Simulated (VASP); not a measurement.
# LaB6 (Pm-3m) in VASP: further runs

The runs below take LaB6 through single point, with LDA, PBEsol, PBE, r2SCAN.

All numbers are computed with VASP 6.6.1; they aren't measurements. Logs are shortened: lines on timing, memory, paths and dates and some standing lists are left out, and cuts for length are marked.

## (1) The cell of the first run

Symmetry: Pm-3m, No. 221, cubic system. The conventional cell has a = 4.098 Å, b = 4.098 Å, c = 4.098 Å, α = 90.00°, β = 90.00°, γ = 90.00°. Within 4.0 Å of La (site symmetry m-3m) lie 24 B at 3.01 Å. Within 2.2 Å of B (site symmetry 4mm) lie 5 B at 1.64 to 1.74 Å.

## (2) Single point, LDA

Input file INCAR:

```
SYSTEM = LaB6
ALGO = Normal
EDIFF = 1E-6
ENCUT = 520
ISIF = 2
ISMEAR = -1
LASPH = .TRUE.
LCHARG = .TRUE.
LELF = .TRUE.
LREAL = .FALSE.
LVHAR = .TRUE.
LWAVE = .FALSE.
NBANDS = 24
NELM = 80
PREC = Accurate
SIGMA = 0.1
```

Input file KPOINTS:

```
k-points
0
G
  8 8 8
  0 0 0
```

Input file POSCAR:

```
LaB6
1.0
    4.0981412489      0.0000000000      0.0000000000
    0.0000000000      4.0981412489      0.0000000000
    0.0000000000      0.0000000000      4.0981412489
La B
1 6
Direct
    0.0000000000      0.0000000000      0.0000000000
    0.1999177836      0.5000000000      0.5000000000
    0.5000000000      0.1999177836      0.5000000000
    0.8000822164      0.5000000000      0.5000000000
    0.5000000000      0.8000822164      0.5000000000
    0.5000000000      0.5000000000      0.1999177836
    0.5000000000      0.5000000000      0.8000822164
```

Potentials or basis: VASP PAW LDA potentials, release 64 (La, B).

Command:

```bash
> cat potpaw_LDA.64/La/POTCAR potpaw_LDA.64/B/POTCAR > POTCAR
> mpirun -np 1 vasp_std > vasp.out
```

OUTCAR:

```text
SYSTEM = LaB6
   EDIFF = 1E-6
   ENCUT = 520
   ISIF = 2
   ISMEAR = -1
   LASPH = .TRUE.
   LREAL = .FALSE.
   NELM = 80
   PREC = Accurate

 ion  position               nearest neighbor table
   1  0.000  0.000  0.000-
   2  0.200  0.500  0.500-   4 1.64   3 1.74   5 1.74   6 1.74   7 1.74
   3  0.500  0.200  0.500-   5 1.64   4 1.74   2 1.74   6 1.74   7 1.74
   4  0.800  0.500  0.500-   2 1.64   3 1.74   5 1.74   6 1.74   7 1.74
   5  0.500  0.800  0.500-   3 1.64   2 1.74   4 1.74   6 1.74   7 1.74
   6  0.500  0.500  0.200-   7 1.64   3 1.74   4 1.74   5 1.74   2 1.74
   7  0.500  0.500  0.800-   6 1.64   3 1.74   4 1.74   5 1.74   2 1.74

  LATTYP: Found a simple cubic cell.
 ALAT       =     4.0981412489

  Lattice vectors:

 A1 = (   4.0981412489,   0.0000000000,   0.0000000000)
 A2 = (   0.0000000000,   4.0981412489,   0.0000000000)
 A3 = (   0.0000000000,   0.0000000000,   4.0981412489)

Analysis of symmetry for initial positions (statically):
=====================================================================
 Subroutine PRICEL returns:
 Original cell was already a primitive cell.

 Routine SETGRP: Setting up the symmetry group for a
 simple cubic supercell.

 Subroutine GETGRP returns: Found 48 space group operations
 (whereof 48 operations were pure point group operations)
 out of a pool of 48 trial point group operations.

The static configuration has the point symmetry O_h .

Analysis of symmetry for dynamics (positions and initial velocities):
=====================================================================
 Subroutine PRICEL returns:
 Original cell was already a primitive cell.

 Routine SETGRP: Setting up the symmetry group for a
 simple cubic supercell.

 Subroutine GETGRP returns: Found 48 space group operations
 (whereof 48 operations were pure point group operations)
 out of a pool of 48 trial point group operations.

The dynamic configuration has the point symmetry O_h .

 Subroutine INISYM returns: Found 48 space group operations
 (whereof 48 operations are pure point group operations),
 and found     1 'primitive' translations

----------------------------------------------------------------------------------------

                                     Primitive cell

  volume of cell :      68.8273

  direct lattice vectors                    reciprocal lattice vectors
     4.098141249  0.000000000  0.000000000     0.244013063  0.000000000  0.000000000
     0.000000000  4.098141249  0.000000000     0.000000000  0.244013063  0.000000000
     0.000000000  0.000000000  4.098141249     0.000000000  0.000000000  0.244013063

  length of vectors
     4.098141249  4.098141249  4.098141249     0.244013063  0.244013063  0.244013063

  position of ions in fractional coordinates (direct lattice)
     0.000000000  0.000000000  0.000000000
     0.199917784  0.500000000  0.500000000
     0.500000000  0.199917784  0.500000000
     0.800082216  0.500000000  0.500000000
     0.500000000  0.800082216  0.500000000
     0.500000000  0.500000000  0.199917784
     0.500000000  0.500000000  0.800082216

  ion indices of the primitive-cell ions
   primitive index   ion index
                 1           1
                 2           2
                 3           3
                 4           4
                 5           5
                 6           6
                 7           7

----------------------------------------------------------------------------------------

 KPOINTS: k-points

Automatic generation of k-mesh.
 Grid dimensions read from file:
 generate k-points for:    8    8    8

 Generating k-lattice:

  Cartesian coordinates                     Fractional coordinates (reciprocal lattice)
     0.030501633  0.000000000  0.000000000     0.125000000  0.000000000  0.000000000
     0.000000000  0.030501633  0.000000000     0.000000000  0.125000000  0.000000000
     0.000000000  0.000000000  0.030501633     0.000000000  0.000000000  0.125000000

  Length of vectors
     0.030501633  0.030501633  0.030501633

  Shift w.r.t. Gamma in fractional coordinates (k-lattice)
     0.000000000  0.000000000  0.000000000

 Subroutine IBZKPT returns following result:
 ===========================================

 Found     35 irreducible k-points:

 Following reciprocal coordinates:
            Coordinates               Weight
  0.000000  0.000000  0.000000      1.000000
  0.125000  0.000000  0.000000      6.000000
  0.250000  0.000000  0.000000      6.000000
  0.375000  0.000000  0.000000      6.000000
  0.500000  0.000000  0.000000      3.000000
  0.125000  0.125000  0.000000     12.000000
[... 16 lines left out ...]
  0.375000  0.375000  0.125000     24.000000
  0.500000  0.375000  0.125000     24.000000
 [... further k-points ...]
   k-points           NKPTS =     35   k-points in BZ     NKDIM =     35   number of bands    NBANDS=     24
   number of dos      NEDOS =    301   number of ions     NIONS =      7
   total plane-waves  NPLWV =  27000
   dimension x,y,z NGX =    30 NGY =   30 NGZ =   30
   dimension x,y,z NGXF=    60 NGYF=   60 NGZF=   60
   ions per type =               1   6
   NGX,Y,Z   is equivalent  to a cutoff of  12.17, 12.17, 12.17 a.u.
   NGXF,Y,Z  is equivalent  to a cutoff of  24.34, 24.34, 24.34 a.u.
 SYSTEM =  LaB6
   PREC   = accura    normal or accurate (medium, high low for compatibility)
   ISTART =      0    job   : 0-new  1-cont  2-samecut
   ICHARG =      2    charge: 1-file 2-atom 10-const
   ISPIN  =      1    spin polarized calculation?
   LNONCOLLINEAR =      F non collinear calculations
   LSORBIT =      F    spin-orbit coupling
   LASPH  =      T    aspherical Exc in radial PAW
   ENCUT  =  520.0 eV  38.22 Ry    6.18 a.u.   7.62  7.62  7.62*2*pi/ulx,y,z
   NELM   =     80;   NELMIN=  2; NELMDL= -5     # of ELM steps
   EDIFF  = 0.1E-05   stopping-criterion for ELM
   LREAL  =      F    real-space projection
   EDIFFG = 0.1E-04   stopping-criterion for IOM
   NSW    =      0    number of steps for IOM
   IBRION =     -1    ionic relax: 0-MD 1-quasi-New 2-CG
   NFREE  =      0    steps in history (QN), initial steepest desc. (CG)
   ISIF   =      2    stress and relaxation
   ISYM   =      2    0-nonsym 1-usesym 2-fastsym
   POTIM  = 0.5000    time-step for ionic-motion
   TEBEG  =    0.0;   TEEND  =   0.0 temperature during run
   PSTRESS=    0.0 pullay stress
   NELECT =      29.0000    total number of electrons
   NUPDOWN=      -1.0000    fix difference up-down
   EMIN   =  10.00;   EMAX   =-10.00  energy-range for DOS
   EFERMI =   0.00;   METHOD = LEGACY
   ISMEAR =    -1;   SIGMA  =   0.10  broadening in eV -4-tet -1-fermi 0-gaus
   EFERMI_NEDOS =   21; number of points for ismear=-14 and -15
   IALGO  =     38    algorithm
   IMIX   =      4    mixing-type and parameters
     AMIX     =   0.40;   BMIX     =  1.00
     AMIX_MAG =   1.60;   BMIX_MAG =  1.00
  volume/ion in A,a.u.               =       9.83        66.35
  Fermi-wavevector in a.u.,A,eV,Ry     =   1.227309  2.319278 20.494283  1.506287
  Thomas-Fermi vector in A             =   2.362277
   LORBIT       =      0    0 simple, 1 ext, 2 COOP (PROOUT), +10 PAW based schemes
   GGA     = CA    functional components
   LHFCALC =     F    Hartree Fock is set to
   AEXX    =    0.0000 exact exchange contribution
   IVDW    =     0    specifies the selected vdW correction
   LEPSILON=     F    determine dielectric tensor
   LRPA    =     F    only Hartree local field effects (RPA)
 non-spin polarized calculation
  energy-cutoff  :      520.00
  volume of cell :       68.83
 maximum number of plane-waves:      1864
   NGX = 15   NGY = 15   NGZ = 15

 number of electron      29.0000003 magnetization

 Free energy of the ion-electron system (eV)
  ---------------------------------------------------
  ext. energy  EPLUGINS =         0.00000000
  ---------------------------------------------------
  free energy    TOTEN  =       -54.40746612 eV

  energy without entropy =      -54.38272137  energy(sigma->0) =      -54.39509375

 E-fermi :   8.8460     XC(G=0): -11.5958

 val. band max:        8.8368131026   @ k =   0.2500   0.2500   0.0000
 cond. band min:       8.8727862917   @ k =   0.1250   0.1250   0.0000
 fundamental gap:      0.0359731891
 Fermi energy:         8.8459893820

 k-point     1 :       0.0000    0.0000    0.0000
  band No.  band energies     occupation
      1     -23.8462      2.00000
      2      -7.6557      2.00000
      3      -7.6557      2.00000
      4      -7.6557      2.00000
      5      -6.7217      2.00000
      6       0.8582      2.00000
[... 16 lines left out ...]
     23      10.9625      0.00000
     24      12.1713      0.00000

 k-point     2 :       0.1250    0.0000    0.0000
  band No.  band energies     occupation
      1     -23.8417      2.00000
      2      -7.8743      2.00000
      3      -7.6412      2.00000
      4      -7.6412      2.00000
      5      -6.5031      2.00000
      6       0.1345      2.00000
[... 16 lines left out ...]
     23      11.1226      0.00000
     24      12.1398      0.00000

 k-point     3 :       0.2500    0.0000    0.0000
  band No.  band energies     occupation
      1     -23.8308      2.00000
      2      -8.2365      2.00000
      3      -7.6056      2.00000
      4      -7.6056      2.00000
      5      -6.1231      2.00000
      6      -0.7968      2.00000
[... 16 lines left out ...]
     23      11.5875      0.00000
     24      11.6441      0.00000
[... 514 lines left out ...]
 k-point    23 :       0.3750    0.3750    0.1250
  band No.  band energies     occupation
      1     -23.7903      2.00000
      2      -8.1894      2.00000
      3      -8.0723      2.00000
      4      -7.5832      2.00000
      5      -6.0401      2.00000
      6      -0.6372      2.00000
[... 16 lines left out ...]
     23      11.7942      0.00000
     24      12.4722      0.00000

 k-point    24 :       0.5000    0.3750    0.1250
  band No.  band energies     occupation
      1     -23.7860      2.00000
      2      -8.2160      2.00000
      3      -8.0627      2.00000
      4      -7.5676      2.00000
      5      -6.0978      2.00000
      6      -0.6232      2.00000
[... 16 lines left out ...]
     23      12.0943      0.00000
     24      12.4895      0.00000

 [... further k-points ...]
[... 5 lines left out ...]
  --------------------------------------------------------------------------------------
  -------------------------------------------------------------------------------------
  Total        0.0745775      0.0745775      0.0745775      0.0000000      0.0000000     -0.0000000
  in kB        1.7360323      1.7360323      1.7360323      0.0000000      0.0000000     -0.0000000
  external PRESSURE =       1.7360323 kB  Pullay stress =       0.0000000 kB

 VOLUME and BASIS-vectors are now :
 -----------------------------------------------------------------------------
  energy-cutoff  :      520.00
  volume of cell :       68.83
      direct lattice vectors                 reciprocal lattice vectors
     4.098141249  0.000000000  0.000000000     0.244013063  0.000000000  0.000000000
     0.000000000  4.098141249  0.000000000     0.000000000  0.244013063  0.000000000
     0.000000000  0.000000000  4.098141249     0.000000000  0.000000000  0.244013063

 POSITION                                       TOTAL-FORCE (eV/Angst)
 -----------------------------------------------------------------------------------
      0.00000      0.00000      0.00000        -0.000000     -0.000000      0.000000
      0.81929      2.04907      2.04907        -0.022770     -0.000000     -0.000000
      2.04907      0.81929      2.04907        -0.000000     -0.022770     -0.000000
      3.27885      2.04907      2.04907         0.022770     -0.000000      0.000000
      2.04907      3.27885      2.04907        -0.000000      0.022770      0.000000
      2.04907      2.04907      0.81929         0.000000     -0.000000     -0.022770
      2.04907      2.04907      3.27885         0.000000     -0.000000      0.022770
 -----------------------------------------------------------------------------------
    total drift:                                0.000000      0.000000     -0.000000

  FREE ENERGIE OF THE ION-ELECTRON SYSTEM (eV)
  ---------------------------------------------------
  free  energy   TOTEN  =       -54.4074661193 eV

  energy  without entropy=      -54.3827213748  energy(sigma->0) =      -54.39509375
```

Run time: 54 s. Hardware: 1 thread of AMD EPYC 7R43 (Zen 3), shared host; peak memory 0.15 GiB.

What came out:

```yaml
Free_energy: -54.4075 eV
Pressure: 0.2 GPa
Largest_force: 0.023 eV/Å
```

Forces in eV/Å, atoms in the order of the input:
```
La   0.000  0.000  0.000
B   -0.023  0.000  0.000
B    0.000 -0.023  0.000
B    0.023  0.000  0.000
B    0.000  0.023  0.000
B    0.000  0.000 -0.023
B    0.000  0.000  0.023
```

Caveat: spin-orbit coupling is left out, which moves the levels of the heavy elements.

## (3) Single point, PBEsol

This run uses another cell than the first one, of 10.06 Å³/atom, 1.023 times its volume.

Input file INCAR:

```
SYSTEM = LaB6
ALGO = Normal ; EDIFF = 1E-7
ENCUT = 520 ; GGA = PS
ISIF = 2 ; ISMEAR = -1
LASPH = .TRUE. ; LCHARG = .TRUE.
LELF = .TRUE. ; LREAL = .FALSE.
LVHAR = .TRUE. ; LWAVE = .FALSE.
NBANDS = 24 ; NELM = 100
PREC = Accurate ; SIGMA = 0.1
```

KPOINTS is that of step 2.

Input file POSCAR:

```
LaB6
1.0
    4.1299237400      0.0000000000      0.0000000000
    0.0000000000      4.1299237400      0.0000000000
    0.0000000000      0.0000000000      4.1299237400
La B
1 6
Direct
    0.0000000000      0.0000000000      0.0000000000
    0.1996612094      0.5000000000      0.5000000000
    0.5000000000      0.1996612094      0.5000000000
    0.8003387906      0.5000000000      0.5000000000
    0.5000000000      0.8003387906      0.5000000000
    0.5000000000      0.5000000000      0.1996612094
    0.5000000000      0.5000000000      0.8003387906
```

Potentials or basis: VASP PAW PBE potentials, release 64 (La, B).

Command:

```bash
> cat potpaw_PBE.64/La/POTCAR potpaw_PBE.64/B/POTCAR > POTCAR
> mpirun -np 1 vasp_std > vasp.out
```

Run time: 67 s. Hardware: 1 thread of AMD EPYC 7R43 (Zen 3), shared host; peak memory 0.18 GiB.

Results (log left out):

```
Free energy   : -51.5480 eV
Pressure      : 0.1 GPa
Largest force : 0.028 eV/Å
```

Forces on the atoms (eV/Å):
```
La   0.000  0.000  0.000
B   -0.028  0.000  0.000
B    0.000 -0.028  0.000
B    0.028  0.000  0.000
B    0.000  0.028  0.000
B    0.000  0.000 -0.028
B    0.000  0.000  0.028
```

Levels at points of the mesh, in eV from the Fermi level:
```tsv
k point	band 10	band 11	band 12	band 13	band 14	band 15	band 16	band 17	band 18	band 19
(0.00, 0.00, 0.00)	-6.90	-6.90	-1.81	-1.81	-1.81	0.29	0.29	0.29	1.58	1.58
(0.50, 0.00, 0.00)	-6.36	-3.41	-3.41	-3.12	-2.51	-1.41	1.64	1.66	1.66	2.13
(0.50, 0.50, 0.00)	-6.19	-4.45	-4.45	-2.81	-2.81	1.14	1.14	2.16	2.19	2.19
(0.50, 0.50, 0.50)	-4.66	-4.66	-2.31	-2.31	-2.31	1.63	1.95	1.95	1.95	1.97
```

Caveat: the PAW data sets were made with another functional, which shifts forces and pressure a little; spin-orbit coupling is left out, which moves the levels of the heavy elements.

## (4) Single point, PBE

This run uses another cell than the first one, of 10.25 Å³/atom, 1.042 times its volume.

Input file INCAR:

```
  PREC = Accurate
  ENCUT = 520
  EDIFF = 1E-6
  ISMEAR = -1
  SIGMA = 0.1
  LREAL = False
  LASPH = True
  NELM = 60
  ALGO = Normal
  ISIF = 2
  LWAVE = False
  LCHARG = True
  GGA = PE
  LELF = True
  LVHAR = True
  NBANDS = 24
```

Input file KPOINTS:

```
regular mesh
0
Gamma
  8 8 8
```

Input file POSCAR:

```
LaB6
1.0
    4.1547617906      0.0000000000      0.0000000000
    0.0000000000      4.1547617906      0.0000000000
    0.0000000000      0.0000000000      4.1547617906
La B
1 6
Direct
    0.0000000000      0.0000000000      0.0000000000
    0.1998241989      0.5000000000      0.5000000000
    0.5000000000      0.1998241989      0.5000000000
    0.8001758011      0.5000000000      0.5000000000
    0.5000000000      0.8001758011      0.5000000000
    0.5000000000      0.5000000000      0.1998241989
    0.5000000000      0.5000000000      0.8001758011
```

Command:

```bash
> cat potpaw_PBE.64/La/POTCAR potpaw_PBE.64/B/POTCAR > POTCAR
> mpirun -np 1 vasp_std > vasp.out
```

Run time: 62 s. Hardware: 1 thread of AMD EPYC 7R43 (Zen 3), shared host; peak memory 0.18 GiB.

The run converged. Its results:

| Property | Result |
| --- | --- |
| Free energy | -49.0659 eV |
| Pressure | 0.0 GPa |
| Largest force | 0.017 eV/Å |

Forces in eV/Å, atoms in the order of the input:
```
La   0.000  0.000  0.000
B   -0.017  0.000  0.000
B    0.000 -0.017  0.000
B    0.017  0.000  0.000
B    0.000  0.017  0.000
B    0.000  0.000 -0.017
B    0.000  0.000  0.017
```

Levels at points of the mesh, in eV from the Fermi level:
| k point | band 10 | band 11 | band 12 | band 13 | band 14 | band 15 | band 16 | band 17 | band 18 | band 19 |
| --- | --- | --- | --- | --- | --- | --- | --- | --- | --- | --- |
| (0.00, 0.00, 0.00) | -6.92 | -6.92 | -1.82 | -1.82 | -1.82 | 0.26 | 0.26 | 0.26 | 1.55 | 1.55 |
| (0.50, 0.00, 0.00) | -6.41 | -3.41 | -3.41 | -3.14 | -2.42 | -1.44 | 1.50 | 1.62 | 1.62 | 1.95 |
| (0.50, 0.50, 0.00) | -6.12 | -4.40 | -4.40 | -2.84 | -2.84 | 1.06 | 1.06 | 1.97 | 2.00 | 2.00 |
| (0.50, 0.50, 0.50) | -4.67 | -4.67 | -2.35 | -2.35 | -2.35 | 1.50 | 1.79 | 1.79 | 1.79 | 1.80 |

Caveat: spin-orbit coupling is left out, which moves the levels of the heavy elements.

(Continued in part 2 of 2.)
